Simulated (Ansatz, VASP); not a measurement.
# Si2W3 in VASP and in Ansatz

```
Si W
1.0
     6.58244    0.00000    0.00000
     0.00000    6.58244    0.00000
     0.00000    0.00000    3.27491
Si W
4 6
Cartesian
  0.8826 4.1738 0.0000
  5.6999 2.4087 0.0000
  4.1738 5.6999 0.0000
  2.4087 0.8826 0.0000
  3.2912 3.2912 0.0000
  0.0000 0.0000 0.0000
  4.3435 1.0523 1.6375
  2.2390 5.5302 1.6375
  1.0523 2.2390 1.6375
  5.5302 4.3435 1.6375
```

Alike in both runs: task single point; functional PBEsol; k mesh 6 × 6 × 12; occupations gaussian, width 0.15 eV; no spin polarisation.

```csv
,VASP,Ansatz
version,VASP 6.6.1,Ansatz 0.2.0
potentials or method,"VASP PAW PBE potentials, release 64 (Si, W_sv), cutoff 520 eV","scalar-relativistic, plane waves, PAW"
valence electrons in the cell,100,100
```

```tsv
	VASP	Ansatz	Ansatz less VASP
gap on the k mesh at the Fermi level (eV)	none	none	-
pressure (GPa)	0.4	0.0	-0.42
traceless stress, the component that is largest in VASP (GPa)	0.13	0.11	-0.015
rms of the force components (eV/Å)	0.012	0.013	+0.0018
```

VASP's potentials were made for PBE, not for PBEsol. Atom by atom the forces differ by 0.002 eV/Å (rms over components). A gap of «none» marks a metal or a gap that the smearing closes. With one functional, cell and mesh, what is left measures potentials, basis and numerics.

Neither program's run includes spin-orbit coupling.
